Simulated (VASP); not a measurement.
Write the native input for VASP 6.6.1 that does the following.

| Item | Value |
| --- | --- |
| Task | single point |
| Functional | PBEsol |
| Potentials or basis | VASP PAW PBE potentials, release 64 (Be) |
| Cutoff | 600 eV |
| k mesh | 15 × 15 × 15 |
| Occupations | fermi-dirac, width 0.05 eV |
| Spin | no spin polarisation |
| Dipole correction | no |
| Further INCAR settings | ALGO = Normal; EDIFF = 1e-06; NBANDS = 9 |

The structure of Be lies in POSCAR:

```
Be
1.0
    0.0000000000      2.3083146653      2.3083146653
    2.3083146653      0.0000000000      2.3083146653
    2.3083146653      2.3083146653      0.0000000000
Be
2
Direct
   -0.1250000000     -0.1250000000     -0.1250000000
    0.1250000000      0.1250000000      0.1250000000
```

This cell differs from its parent crystal: volume scaled by 0.85.

One way to write it, as run:

INCAR

```
SYSTEM = Be
PREC     = Accurate       ! precision mode
ENCUT    = 600            ! plane-wave cutoff, eV
EDIFF    = 1E-6           ! SCF threshold, eV
ISMEAR   = -1             ! smearing method
SIGMA    = 0.05           ! smearing width, eV
LREAL    = .False.        ! projectors in reciprocal space
LASPH    = .True.         ! aspherical terms in the spheres
NELM     = 120            ! most SCF steps
ALGO     = Normal         ! electronic algorithm
ISIF     = 2              ! what is computed and relaxed
LWAVE    = .False.        ! write WAVECAR
LCHARG   = .True.         ! write CHGCAR
GGA      = PS             ! functional
LELF     = .True.         ! ELF
LVHAR    = .True.       
NBANDS   = 9              ! bands
GGA_COMPAT= .False.
```

KPOINTS

```
regular mesh
0
Gamma
  15 15 15
  0 0 0
```

Potentials or basis: VASP PAW PBE potentials, release 64 (Be).

Launch:

```console
$ cat potpaw_PBE.64/Be/POTCAR > POTCAR
$ mpirun -np 1 vasp_std > vasp.out
```

It gave:

```
Pressure               : 9.9 GPa
Band gap on the k mesh : zero (band 2 reaches 8.19 eV, above the bottom of band 3 at 0.96 eV)
```

Caveat: the PAW data sets were made with another functional, which shifts forces and pressure a little.

Wall time 17 s on 1 thread of Intel(R) Xeon(R) 6975P-C (Granite Rapids), with other jobs on the host, peak memory 0.16 GiB.
